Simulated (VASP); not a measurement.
# BC5 (F-43m) in VASP: a series of runs

Runs on BC5. Level: PBE. Tasks: single point, relaxation of cell and atoms.

Program: VASP 6.6.1. These are calculated values, not measurements. Logs are shortened: lines on timing, memory, paths and dates and some standing lists are left out, and cuts for length are marked.

## 1. The cell of the first run

Symmetry: F-43m, No. 216, cubic system. The conventional cell has a = 5.867 Å, b = 5.867 Å, c = 5.867 Å, α = 90.00°, β = 90.00°, γ = 90.00°. Within 3.3 Å of B (site symmetry -43m) lie 16 C at 2.50 to 2.54 Å. C (site symmetry -43m) has 12 C at 2.40 Å and 4 B at 2.54 Å within 3.2 Å. Within 2.1 Å of C (site symmetry 3m) lie 3 C at 1.57 Å.

## 2. Single point, PBE

INCAR

```
SYSTEM = BC5
ALGO = Normal
EDIFF = 1E-6
ENCUT = 520
GGA = PE
ISIF = 2
ISMEAR = 0
LASPH = .TRUE.
LCHARG = .FALSE.
LREAL = .FALSE.
LWAVE = .FALSE.
NBANDS = 20
NELM = 100
PREC = Accurate
SIGMA = 0.1
```

KPOINTS

```
k-points
0
G
  12 12 12
  0 0 0
```

POSCAR

```
BC5
1.0
    0.0000000000      2.9333780489      2.9333780489
    2.9333780489      0.0000000000      2.9333780489
    2.9333780489      2.9333780489      0.0000000000
B C
1 5
Direct
    0.7500000000      0.7500000000      0.7500000000
    0.5000000000      0.5000000000      0.5000000000
    0.1552570947      0.5342287159      0.1552570947
    0.1552570947      0.1552570947      0.1552570947
    0.5342287159      0.1552570947      0.1552570947
    0.1552570947      0.1552570947      0.5342287159
```

Potentials or basis: VASP PAW PBE potentials, release 64 (B, C).

The run is started by

```
> cat potpaw_PBE.64/B/POTCAR potpaw_PBE.64/C/POTCAR > POTCAR
> mpirun -np 1 vasp_std > vasp.out
```

OUTCAR:

```text
SYSTEM = BC5
   EDIFF = 1E-6
   ENCUT = 520
   GGA = PE
   ISIF = 2
   ISMEAR = 0
   LASPH = .TRUE.
   LREAL = .FALSE.
   NELM = 100
   PREC = Accurate

 ion  position               nearest neighbor table
   1  0.750  0.750  0.750-
   2  0.500  0.500  0.500-
   3  0.155  0.534  0.155-   4 1.57   5 1.57   6 1.57
   4  0.155  0.155  0.155-   3 1.57   5 1.57   6 1.57
   5  0.534  0.155  0.155-   3 1.57   4 1.57   6 1.57
   6  0.155  0.155  0.534-   3 1.57   4 1.57   5 1.57

  LATTYP: Found a face centered cubic cell.
 ALAT       =     5.8667560978

  Lattice vectors:

 A1 = (   0.0000000000,   2.9333780489,   2.9333780489)
 A2 = (   2.9333780489,   0.0000000000,   2.9333780489)
 A3 = (   2.9333780489,   2.9333780489,   0.0000000000)

Analysis of symmetry for initial positions (statically):
=====================================================================
 Subroutine PRICEL returns:
 Original cell was already a primitive cell.

 Routine SETGRP: Setting up the symmetry group for a
 face centered cubic supercell.

 Subroutine GETGRP returns: Found 24 space group operations
 (whereof 24 operations were pure point group operations)
 out of a pool of 48 trial point group operations.

The static configuration has the point symmetry T_d .

Analysis of symmetry for dynamics (positions and initial velocities):
=====================================================================
 Subroutine PRICEL returns:
 Original cell was already a primitive cell.

 Routine SETGRP: Setting up the symmetry group for a
 face centered cubic supercell.

 Subroutine GETGRP returns: Found 24 space group operations
 (whereof 24 operations were pure point group operations)
 out of a pool of 48 trial point group operations.

The dynamic configuration has the point symmetry T_d .

 Subroutine INISYM returns: Found 24 space group operations
 (whereof 24 operations are pure point group operations),
 and found     1 'primitive' translations

----------------------------------------------------------------------------------------

                                     Primitive cell

  volume of cell :      50.4817

  direct lattice vectors                    reciprocal lattice vectors
     0.000000000  2.933378049  2.933378049    -0.170451947  0.170451947  0.170451947
     2.933378049  0.000000000  2.933378049     0.170451947 -0.170451947  0.170451947
     2.933378049  2.933378049  0.000000000     0.170451947  0.170451947 -0.170451947

  length of vectors
     4.148423020  4.148423020  4.148423020     0.295231433  0.295231433  0.295231433

  position of ions in fractional coordinates (direct lattice)
     0.750000000  0.750000000  0.750000000
     0.500000000  0.500000000  0.500000000
     0.155257095  0.534228716  0.155257095
     0.155257095  0.155257095  0.155257095
     0.534228716  0.155257095  0.155257095
     0.155257095  0.155257095  0.534228716

  ion indices of the primitive-cell ions
   primitive index   ion index
                 1           1
                 2           2
                 3           3
                 4           4
                 5           5
                 6           6

----------------------------------------------------------------------------------------

 KPOINTS: k-points

Automatic generation of k-mesh.
 Grid dimensions read from file:
 generate k-points for:   12   12   12

 Generating k-lattice:

  Cartesian coordinates                     Fractional coordinates (reciprocal lattice)
    -0.014204329  0.014204329  0.014204329     0.083333333  0.000000000  0.000000000
     0.014204329 -0.014204329  0.014204329     0.000000000  0.083333333  0.000000000
     0.014204329  0.014204329 -0.014204329     0.000000000  0.000000000  0.083333333

  Length of vectors
     0.024602619  0.024602619  0.024602619

  Shift w.r.t. Gamma in fractional coordinates (k-lattice)
     0.000000000  0.000000000  0.000000000

 Subroutine IBZKPT returns following result:
 ===========================================

 Found     72 irreducible k-points:

 Following reciprocal coordinates:
            Coordinates               Weight
  0.000000  0.000000  0.000000      1.000000
  0.083333  0.000000  0.000000      8.000000
  0.166667  0.000000  0.000000      8.000000
  0.250000  0.000000  0.000000      8.000000
  0.333333  0.000000  0.000000      8.000000
  0.416667  0.000000  0.000000      8.000000
[... 16 lines left out ...]
  0.500000  0.166667  0.000000     24.000000
 -0.416667  0.166667  0.000000     24.000000
 [... further k-points ...]
   k-points           NKPTS =     72   k-points in BZ     NKDIM =     72   number of bands    NBANDS=     20
   number of dos      NEDOS =    301   number of ions     NIONS =      6
   total plane-waves  NPLWV =  32768
   dimension x,y,z NGX =    32 NGY =   32 NGZ =   32
   dimension x,y,z NGXF=    64 NGYF=   64 NGZF=   64
   ions per type =               1   5
   NGX,Y,Z   is equivalent  to a cutoff of  12.82, 12.82, 12.82 a.u.
   NGXF,Y,Z  is equivalent  to a cutoff of  25.65, 25.65, 25.65 a.u.
 SYSTEM =  BC5
   PREC   = accura    normal or accurate (medium, high low for compatibility)
   ISTART =      0    job   : 0-new  1-cont  2-samecut
   ICHARG =      2    charge: 1-file 2-atom 10-const
   ISPIN  =      1    spin polarized calculation?
   LNONCOLLINEAR =      F non collinear calculations
   LSORBIT =      F    spin-orbit coupling
   LASPH  =      T    aspherical Exc in radial PAW
   ENCUT  =  520.0 eV  38.22 Ry    6.18 a.u.   7.71  7.71  7.71*2*pi/ulx,y,z
   NELM   =    100;   NELMIN=  2; NELMDL= -5     # of ELM steps
   EDIFF  = 0.1E-05   stopping-criterion for ELM
   LREAL  =      F    real-space projection
   EDIFFG = 0.1E-04   stopping-criterion for IOM
   NSW    =      0    number of steps for IOM
   IBRION =     -1    ionic relax: 0-MD 1-quasi-New 2-CG
   NFREE  =      0    steps in history (QN), initial steepest desc. (CG)
   ISIF   =      2    stress and relaxation
   ISYM   =      2    0-nonsym 1-usesym 2-fastsym
   POTIM  = 0.5000    time-step for ionic-motion
   TEBEG  =    0.0;   TEEND  =   0.0 temperature during run
   PSTRESS=    0.0 pullay stress
   NELECT =      23.0000    total number of electrons
   NUPDOWN=      -1.0000    fix difference up-down
   EMIN   =  10.00;   EMAX   =-10.00  energy-range for DOS
   EFERMI =   0.00;   METHOD = LEGACY
   ISMEAR =     0;   SIGMA  =   0.10  broadening in eV -4-tet -1-fermi 0-gaus
   EFERMI_NEDOS =   21; number of points for ismear=-14 and -15
   IALGO  =     38    algorithm
   IMIX   =      4    mixing-type and parameters
     AMIX     =   0.40;   BMIX     =  1.00
     AMIX_MAG =   1.60;   BMIX_MAG =  1.00
  volume/ion in A,a.u.               =       8.41        56.78
  Fermi-wavevector in a.u.,A,eV,Ry     =   1.259716  2.380519 21.590882  1.586885
  Thomas-Fermi vector in A             =   2.393262
   LORBIT       =      0    0 simple, 1 ext, 2 COOP (PROOUT), +10 PAW based schemes
   GGA     = PE    functional components
   LHFCALC =     F    Hartree Fock is set to
   AEXX    =    0.0000 exact exchange contribution
   IVDW    =     0    specifies the selected vdW correction
   LEPSILON=     F    determine dielectric tensor
   LRPA    =     F    only Hartree local field effects (RPA)
 non-spin polarized calculation
 Gauss-broadening in eV      SIGMA  =   0.10
  energy-cutoff  :      520.00
  volume of cell :       50.48
 maximum number of plane-waves:      1380
   NGX = 15   NGY = 15   NGZ = 15

 number of electron      23.0000001 magnetization

 Free energy of the ion-electron system (eV)
  ---------------------------------------------------
  ext. energy  EPLUGINS =         0.00000000
  ---------------------------------------------------
  free energy    TOTEN  =       -29.47362668 eV

  energy without entropy =      -29.46031732  energy(sigma->0) =      -29.46697200

 E-fermi :   5.2365     XC(G=0): -11.6449

 val. band max:        5.2300893275   @ k =   0.5000   0.3333   0.1667
 cond. band min:       5.2382259311   @ k =  -0.2500   0.2500   0.0833
 fundamental gap:      0.0081366036
 Fermi energy:         5.2365293922

 k-point     1 :       0.0000    0.0000    0.0000
  band No.  band energies     occupation
      1     -15.3863      2.00000
      2      -5.9250      2.00000
      3      -3.4663      2.00000
      4      -3.4663      2.00000
      5      -3.4663      2.00000
      6      -0.3587      2.00000
[... 12 lines left out ...]
     19      13.9404      0.00000
     20      13.9404      0.00000

 k-point     2 :       0.0833    0.0000    0.0000
  band No.  band energies     occupation
      1     -15.3640      2.00000
      2      -6.0790      2.00000
      3      -3.4931      2.00000
      4      -3.4931      2.00000
      5      -3.3713      2.00000
      6      -0.5965      2.00000
[... 12 lines left out ...]
     19      13.7676      0.00000
     20      13.7746      0.00000

 k-point     3 :       0.1667    0.0000    0.0000
  band No.  band energies     occupation
      1     -15.3017      2.00000
      2      -6.4393      2.00000
      3      -3.5615      2.00000
      4      -3.5615      2.00000
      5      -3.2715      2.00000
      6      -0.7863      2.00000
[... 12 lines left out ...]
     19      13.3415      0.00000
     20      13.3418      0.00000

 k-point     4 :       0.2500    0.0000    0.0000
  band No.  band energies     occupation
      1     -15.2132      2.00000
      2      -6.8521      2.00000
      3      -3.6457      2.00000
      4      -3.6457      2.00000
      5      -3.3923      2.00000
      6      -0.5219      2.00000
[... 429 lines left out ...]
 k-point    23 :       0.5000    0.1667    0.0000
  band No.  band energies     occupation
      1     -14.9959      2.00000
      2      -7.3782      2.00000
      3      -5.0865      2.00000
      4      -4.0824      2.00000
      5      -2.4407      2.00000
      6      -0.3700      2.00000
[... 12 lines left out ...]
     19      11.9833      0.00000
     20      12.1325      0.00000

 k-point    24 :      -0.4167    0.1667    0.0000
  band No.  band energies     occupation
      1     -14.9891      2.00000
      2      -7.3892      2.00000
      3      -5.2059      2.00000
      4      -3.9740      2.00000
      5      -2.4804      2.00000
      6      -0.2680      2.00000
[... 12 lines left out ...]
     19      11.9374      0.00000
     20      12.1194      0.00000

 [... further k-points ...]
[... 5 lines left out ...]
  --------------------------------------------------------------------------------------
  -------------------------------------------------------------------------------------
  Total        0.1331870      0.1331870      0.1331870      0.0000000      0.0000000      0.0000000
  in kB        4.2270602      4.2270602      4.2270602      0.0000000      0.0000000      0.0000000
  external PRESSURE =       4.2270602 kB  Pullay stress =       0.0000000 kB

 VOLUME and BASIS-vectors are now :
 -----------------------------------------------------------------------------
  energy-cutoff  :      520.00
  volume of cell :       50.48
      direct lattice vectors                 reciprocal lattice vectors
     0.000000000  2.933378049  2.933378049    -0.170451947  0.170451947  0.170451947
     2.933378049  0.000000000  2.933378049     0.170451947 -0.170451947  0.170451947
     2.933378049  2.933378049  0.000000000     0.170451947  0.170451947 -0.170451947

 POSITION                                       TOTAL-FORCE (eV/Angst)
 -----------------------------------------------------------------------------------
      4.40007      4.40007      4.40007        -0.000000     -0.000000     -0.000000
      2.93338      2.93338      2.93338        -0.000000     -0.000000     -0.000000
      2.02252      0.91086      2.02252         0.066688     -0.066688      0.066688
      0.91086      0.91086      0.91086        -0.066688     -0.066688     -0.066688
      0.91086      2.02252      2.02252        -0.066688      0.066688      0.066688
      2.02252      2.02252      0.91086         0.066688      0.066688     -0.066688
 -----------------------------------------------------------------------------------
    total drift:                               -0.000000     -0.000000     -0.000000

  FREE ENERGIE OF THE ION-ELECTRON SYSTEM (eV)
  ---------------------------------------------------
  free  energy   TOTEN  =       -29.4736266774 eV

  energy  without entropy=      -29.4603173202  energy(sigma->0) =      -29.46697200
```

Wall time 33 s (1 thread of Intel Xeon 6975P-C (Granite Rapids), shared host); peak memory 0.19 GiB.

Results:

| Property | Result |
| --- | --- |
| Free energy | -29.4736 eV |
| Pressure | 0.4 GPa |
| Largest force | 0.116 eV/Å |

Forces on the atoms (eV/Å):
```
B    0.000  0.000  0.000
C    0.000  0.000  0.000
C    0.067 -0.067  0.067
C   -0.067 -0.067 -0.067
C   -0.067  0.067  0.067
C    0.067  0.067 -0.067
```

[end of part 1 of 2]
